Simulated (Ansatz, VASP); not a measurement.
One calculation of KTaO3, two programs

```
K Ta O
1.0
     3.98830    0.05982    0.05982
     0.05982    3.98830    0.05982
     0.05982    0.05982    3.98830
K Ta O
1 1 3
Direct
  0.50000 0.50000 0.50000
  0.00000 0.00000 0.00000
  0.50000 0.00000 0.00000
  0.00000 0.50000 0.00000
  0.00000 0.00000 0.50000
```

Change from the starting cell: equal xy, yz and zx shear strains of +3 %.

Alike in both runs: task single point; functional PBE; k mesh 5 × 5 × 5; occupations fermi-dirac, width 0.01 eV; no spin polarisation.

```csv
,VASP,Ansatz
version,VASP 6.6.1,Ansatz 0.2.0
potentials or method,"VASP PAW PBE potentials, release 64 (K_sv, Ta_pv, O), cutoff 520 eV","all-electron LAPW, scalar-relativistic"
```

VASP gave:

| Property | Result |
| --- | --- |
| gap on the k mesh at the Fermi level (eV) | 2.21 |
| pressure (GPa) | 6.2 |
| traceless stress, the component that is largest in VASP (GPa) | -3.01 |

Q: Which values does Ansatz return?

A: gap on the k mesh at the Fermi level (eV): 2.26; pressure (GPa): 5.6; traceless stress, the component that is largest in VASP (GPa): -3.00.

Ansatz ran all-electron here, and VASP with PAW potentials.

Spin-orbit coupling is off throughout.
